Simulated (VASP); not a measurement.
# Ba (Im-3m) in VASP: single point with PBEsol

Aim: the single point of Ba with PBEsol.

All numbers are computed with VASP 6.6.1; they aren't measurements. Logs are shortened: lines on timing, memory, paths and dates and some standing lists are left out, and cuts for length are marked.

### Step 1. The cell of the first run

The structure is cubic, space group Im-3m (No. 229). The conventional cell has a = 5.013 Å, b = 5.013 Å, c = 5.013 Å, α = 90.00°, β = 90.00°, γ = 90.00°. Ba (site symmetry m-3m) has 14 Ba at 4.34 to 5.01 Å within 5.7 Å.

### Step 2. Single point, PBEsol

INCAR

```
PREC = Accurate
ENCUT = 500
EDIFF = 1E-6
ISMEAR = -1
SIGMA = 0.2
LREAL = False
LASPH = True
NELM = 120
ALGO = Normal
ISIF = 2
LWAVE = False
LCHARG = False
GGA = PS
NBANDS = 11
GGA_COMPAT = False
```

KPOINTS

```
Automatic mesh
0
Gamma
  7 7 7
```

POSCAR

```
Ba
1.0
   -2.5065000000      2.5065000000      2.5065000000
    2.5065000000     -2.5065000000      2.5065000000
    2.5065000000      2.5065000000     -2.5065000000
Ba
1
Direct
    0.0000000000      0.0000000000      0.0000000000
```

Potentials or basis: VASP PAW PBE potentials, release 64 (Ba_sv).

On the command line:

```sh
cat potpaw_PBE.64/Ba_sv/POTCAR > POTCAR
mpirun -np 1 vasp_std > vasp.out
```

OUTCAR:

```text
PREC = Accurate
   ENCUT = 500
   EDIFF = 1E-6
   ISMEAR = -1
   LREAL = False
   LASPH = True
   NELM = 120
   ISIF = 2
   GGA = PS

 ion  position               nearest neighbor table
   1  0.000  0.000  0.000-

  LATTYP: Found a body centered cubic cell.
 ALAT       =     5.0130000000

  Lattice vectors:

 A1 = (  -2.5065000000,   2.5065000000,   2.5065000000)
 A2 = (   2.5065000000,  -2.5065000000,   2.5065000000)
 A3 = (   2.5065000000,   2.5065000000,  -2.5065000000)

Analysis of symmetry for initial positions (statically):
=====================================================================
 Subroutine PRICEL returns:
 Original cell was already a primitive cell.

 Routine SETGRP: Setting up the symmetry group for a
 body centered cubic supercell.

 Subroutine GETGRP returns: Found 48 space group operations
 (whereof 48 operations were pure point group operations)
 out of a pool of 48 trial point group operations.

The static configuration has the point symmetry O_h .

Analysis of symmetry for dynamics (positions and initial velocities):
=====================================================================
 Subroutine PRICEL returns:
 Original cell was already a primitive cell.

 Routine SETGRP: Setting up the symmetry group for a
 body centered cubic supercell.

 Subroutine GETGRP returns: Found 48 space group operations
 (whereof 48 operations were pure point group operations)
 out of a pool of 48 trial point group operations.

The dynamic configuration has the point symmetry O_h .

 Subroutine INISYM returns: Found 48 space group operations
 (whereof 48 operations are pure point group operations),
 and found     1 'primitive' translations

----------------------------------------------------------------------------------------

                                     Primitive cell

  volume of cell :      62.9888

  direct lattice vectors                    reciprocal lattice vectors
    -2.506500000  2.506500000  2.506500000     0.000000000  0.199481348  0.199481348
     2.506500000 -2.506500000  2.506500000     0.199481348  0.000000000  0.199481348
     2.506500000  2.506500000 -2.506500000     0.199481348  0.199481348  0.000000000

  length of vectors
     4.341385349  4.341385349  4.341385349     0.282109228  0.282109228  0.282109228

  position of ions in fractional coordinates (direct lattice)
     0.000000000  0.000000000  0.000000000

  ion indices of the primitive-cell ions
[... 74 lines left out ...]
   NFREE  =      0    steps in history (QN), initial steepest desc. (CG)
   ISIF   =      2    stress and relaxation
   ISYM   =      2    0-nonsym 1-usesym 2-fastsym
   POTIM  = 0.5000    time-step for ionic-motion
   TEBEG  =    0.0;   TEEND  =   0.0 temperature during run
   PSTRESS=    0.0 pullay stress
   NELECT =      10.0000    total number of electrons
   NUPDOWN=      -1.0000    fix difference up-down
   EMIN   =  10.00;   EMAX   =-10.00  energy-range for DOS
   EFERMI =   0.00;   METHOD = LEGACY
   ISMEAR =    -1;   SIGMA  =   0.20  broadening in eV -4-tet -1-fermi 0-gaus
   EFERMI_NEDOS =   21; number of points for ismear=-14 and -15
   IALGO  =     38    algorithm
   IMIX   =      4    mixing-type and parameters
     AMIX     =   0.40;   BMIX     =  1.00
     AMIX_MAG =   1.60;   BMIX_MAG =  1.00
  volume/ion in A,a.u.               =      62.99       425.07
  Fermi-wavevector in a.u.,A,eV,Ry     =   0.886449  1.675146 10.691349  0.785792
  Thomas-Fermi vector in A             =   2.007617
   LORBIT       =      0    0 simple, 1 ext, 2 COOP (PROOUT), +10 PAW based schemes
   GGA     = PS    functional components
   LHFCALC =     F    Hartree Fock is set to
   AEXX    =    0.0000 exact exchange contribution
   IVDW    =     0    specifies the selected vdW correction
   LEPSILON=     F    determine dielectric tensor
   LRPA    =     F    only Hartree local field effects (RPA)
 non-spin polarized calculation
  energy-cutoff  :      500.00
  volume of cell :       62.99
 maximum number of plane-waves:      1621
   NGX = 15   NGY = 15   NGZ = 15

 number of electron      10.0000000 magnetization

 number of electron       9.9999999 magnetization

 Free energy of the ion-electron system (eV)
  ---------------------------------------------------
  ext. energy  EPLUGINS =         0.00000000
  ---------------------------------------------------
  free energy    TOTEN  =        -2.23520840 eV

  energy without entropy =       -2.02015827  energy(sigma->0) =       -2.12768333

 E-fermi :   1.5509     XC(G=0):  -7.5034

 val. band max:        1.5468857217   @ k =  -0.4286   0.4286   0.2857
 cond. band min:       1.7979953247   @ k =   0.2857   0.2857   0.1429
 fundamental gap:      0.2511096030
 Fermi energy:         1.5508512743

 k-point     1 :       0.0000    0.0000    0.0000
  band No.  band energies     occupation
      1     -27.3008      2.00000
      2     -12.2341      2.00000
      3     -12.2341      2.00000
      4     -12.2341      2.00000
      5      -1.2294      2.00000
      6       3.3562      0.00024
      7       3.3562      0.00024
      8       3.3562      0.00024
      9       4.7925      0.00000
     10       4.7925      0.00000
     11       8.4775      0.00000
[... 253 lines left out ...]
 k-point    20 :      -0.4286    0.4286    0.4286
  band No.  band energies     occupation
      1     -27.2277      2.00000
      2     -12.5589      2.00000
      3     -12.5419      2.00000
      4     -12.5419      2.00000
      5       1.1124      1.79910
      6       1.1229      1.78939
      7       4.9748      0.00000
      8       4.9748      0.00000
      9       5.3785      0.00000
     10       6.0425      0.00000
     11       7.4179      0.00000

------------------------ aborting loop because EDIFF is reached ----------------------------------------

  FORCE on cell =-STRESS in cart. coord.  units (eV):
  Direction    XX          YY          ZZ          XY          YZ          ZX
  --------------------------------------------------------------------------------------
  -------------------------------------------------------------------------------------
  Total       -0.1805795     -0.1805795     -0.1805795     -0.0000000      0.0000000      0.0000000
  in kB       -4.5932062     -4.5932062     -4.5932062     -0.0000000      0.0000000      0.0000000
  external PRESSURE =      -4.5932062 kB  Pullay stress =       0.0000000 kB

 VOLUME and BASIS-vectors are now :
 -----------------------------------------------------------------------------
  energy-cutoff  :      500.00
  volume of cell :       62.99
      direct lattice vectors                 reciprocal lattice vectors
    -2.506500000  2.506500000  2.506500000     0.000000000  0.199481348  0.199481348
     2.506500000 -2.506500000  2.506500000     0.199481348  0.000000000  0.199481348
     2.506500000  2.506500000 -2.506500000     0.199481348  0.199481348  0.000000000

 POSITION                                       TOTAL-FORCE (eV/Angst)
 -----------------------------------------------------------------------------------
      0.00000      0.00000      0.00000        -0.000000      0.000000     -0.000000
 -----------------------------------------------------------------------------------
    total drift:                                0.000000     -0.000000     -0.000000

  FREE ENERGIE OF THE ION-ELECTRON SYSTEM (eV)
  ---------------------------------------------------
  free  energy   TOTEN  =        -2.2352083952 eV

  energy  without entropy=       -2.0201582667  energy(sigma->0) =       -2.12768333
```

OSZICAR:

```text
N       E                     dE             d eps       ncg     rms          rms(c)
DAV:   1     0.548631163504E+02    0.54863E+02   -0.42049E+03   440   0.729E+02
DAV:   2     0.399057704346E+00   -0.54464E+02   -0.53144E+02   525   0.139E+02
DAV:   3    -0.215469430658E+01   -0.25538E+01   -0.25402E+01   552   0.311E+01
DAV:   4    -0.223436856841E+01   -0.79674E-01   -0.79469E-01   580   0.486E+00
DAV:   5    -0.223628925115E+01   -0.19207E-02   -0.19202E-02   583   0.624E-01    0.160E+00
DAV:   6    -0.223547738392E+01    0.81187E-03   -0.34455E-03   537   0.534E-01    0.949E-01
DAV:   7    -0.223511440628E+01    0.36298E-03   -0.54660E-03   518   0.725E-01    0.415E-02
DAV:   8    -0.223520356173E+01   -0.89155E-04   -0.28189E-04   693   0.921E-02    0.224E-02
DAV:   9    -0.223520740432E+01   -0.38426E-05   -0.34370E-06   527   0.184E-02    0.554E-03
DAV:  10    -0.223520839520E+01   -0.99089E-06   -0.30728E-06   503   0.112E-02
   1 F= -.22352084E+01 E0= -.21276833E+01  d E =-.215050E+00
```

Run time: 9.1 s. Hardware: 1 thread of Intel Xeon Platinum 8488C (Sapphire Rapids), shared host; peak memory 0.17 GiB.

Results:

* Free energy: -2.2352 eV
* Pressure: -0.5 GPa
* Band gap on the k mesh: zero (band 5 reaches 1.80 eV, above the bottom of band 6 at 1.12 eV)

Caveat: the PAW data sets were made with another functional, which shifts forces and pressure a little; spin-orbit coupling is left out, which moves the levels of the heavy elements.
